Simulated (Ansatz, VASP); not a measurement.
PbO in VASP and in Ansatz

```
CELL_PARAMETERS angstrom
4.04251 0.00000 0.00000
0.00000 4.04251 0.00000
0.00000 0.00000 5.07593
ATOMIC_POSITIONS crystal
Pb 0.50000 0.00000 0.76000
Pb 0.00000 0.50000 0.24000
O 0.50000 0.50000 0.00000
O 0.00000 0.00000 0.00000
```

Alike in both runs: task single point; functional BLYP; k mesh 7 × 7 × 6; occupations fermi-dirac, width 0.05 eV; no spin polarisation.

|  | VASP | Ansatz |
| --- | --- | --- |
| version | VASP 6.6.1 | Ansatz 0.2.0 |
| potentials or method | VASP PAW PBE potentials, release 64 (Pb_d, O) | Ansatz PAW |
| plane-wave cutoff (eV) | 600 | 420 |
| valence electrons in the cell | 40 | 40 |

VASP gave:

| Property | Result |
| --- | --- |
| gap on the k mesh at the Fermi level (eV) | 1.56 |
| least direct gap on the mesh (eV) | 2.36 |
| pressure (GPa) | 3.4 |
| traceless stress, the component that is largest in VASP (GPa) | -0.91 |
| rms of the force components (eV/Å) | 0.075 |

Problem. What did Ansatz give for the same quantities?

Solution. gap on the k mesh at the Fermi level (eV): 1.57; least direct gap on the mesh (eV): 2.34; pressure (GPa): 3.2; traceless stress, the component that is largest in VASP (GPa): -0.93; rms of the force components (eV/Å): 0.101.

VASP's potentials were made for PBE, not for BLYP. Atom by atom the forces differ by 0.027 eV/Å (rms over components).

Spin-orbit coupling is off throughout. Noted on Ansatz's run: odd divisions of the mesh miss points on the zone boundary, where band edges often lie, so the gap on the mesh can be too wide.
